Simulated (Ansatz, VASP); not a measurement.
**Two plane-wave programs on TlCl**

Contents of INCAR:

```
PREC = Accurate ; ENCUT = 400
EDIFF = 1E-6 ; ISMEAR = 0
SIGMA = 0.05 ; LREAL = False
LASPH = True ; NELM = 120
ALGO = Normal ; ISIF = 2
LWAVE = False ; LCHARG = False
LDIPOL = True ; IDIPOL = 3
DIPOL = 0.5 0.5 0.502 ; GGA = PE
NBANDS = 39 ; GGA_COMPAT = False
NELMDL = -8
```

Contents of KPOINTS:

```
regular mesh
0
Gamma
  19 19 1
```

File POSCAR:

```
TlCl
1.0
    3.8340000000      0.0000000000      0.0000000000
    0.0000000000      3.8340000000      0.0000000000
    0.0000000000      0.0000000000     26.5850002241
Cl Tl
3 3
Direct
    0.5000000000      0.5000000000      0.3197291679
    0.5000000000      0.5000000000      0.4639458294
    0.5000000000      0.5000000000      0.6342577048
    0.0000000000      0.0000000000      0.3918374987
    0.0000000000      0.0000000000      0.5192365859
    0.0000000000      0.0000000000      0.6850471847
```

Input for Ansatz:

```yaml
crystal:
  lattice:
    - [3.834, 0.0, 0.0]
    - [0.0, 3.834, 0.0]
    - [0.0, 0.0, 26.5850002241]
  atoms:
    - { symbol: Cl, position: [0.5, 0.5, 0.3197291679] }
    - { symbol: Tl, position: [0.0, 0.0, 0.3918374987] }
    - { symbol: Cl, position: [0.5, 0.5, 0.4639458294] }
    - { symbol: Tl, position: [0.0, 0.0, 0.5192365859] }
    - { symbol: Cl, position: [0.5, 0.5, 0.6342577048] }
    - { symbol: Tl, position: [0.0, 0.0, 0.6850471847] }
basis:
  ecutwfc: 420.0
  fft_grid_basis: typed
kpoints:
  mp_grid: { grid: [19, 19, 1] }
hamiltonian:
  xc: pbe
  pseudopotentials: { kind: paw }
scf:
  occupations: { method: gaussian, width: 0.05 }
output:
  forces: true
  eigenvalues: true
  band_densities:
    - { e_range: [-2.0, -1.0] }
    - { e_range: [-1.0, -0.5] }
    - { e_range: [-0.5, -0.25] }
    - { e_range: [-0.25, 0.0] }
    - { e_range: [0.0, 0.25] }
    - { e_range: [0.25, 0.5] }
    - { e_range: [0.5, 1.0] }
  band_residual_tolerance: 1.0e-05
  write_potential: true
  elf: true
  write_density: true
  volumetric_format: npy
efield:
  axis: 3
  dipole_correction: true
  ramp_width: 0.04
checkpoint:
  read: start.run
  write: ck
  compress: false
  write_wavefunctions: false
  write_every: 100000
```

Alike in both runs: task single point; functional PBE; k mesh 19 × 19 × 1; occupations gaussian, width 0.05 eV; no spin polarisation.

|  | VASP | Ansatz |
| --- | --- | --- |
| version | VASP 6.6.1 | Ansatz 0.2.0 |
| potentials or method | VASP PAW PBE potentials, release 64 (Cl, Tl_d), cutoff 400 eV | scalar-relativistic, plane waves, PAW |
| valence electrons in the cell | 60 | 60 |

```tsv
	VASP	Ansatz	Ansatz less VASP
gap on the k mesh at the Fermi level (eV)	none	none	-
rms of the force components (eV/Å)	0.513	0.513	+0.0002
```

A gap of «none» marks a metal or a gap that the smearing closes. The functional is the same, so the differences come from potentials, cutoffs and numerics. Ansatz's warnings: xc potential rough in thin density.

Neither program's run includes spin-orbit coupling.
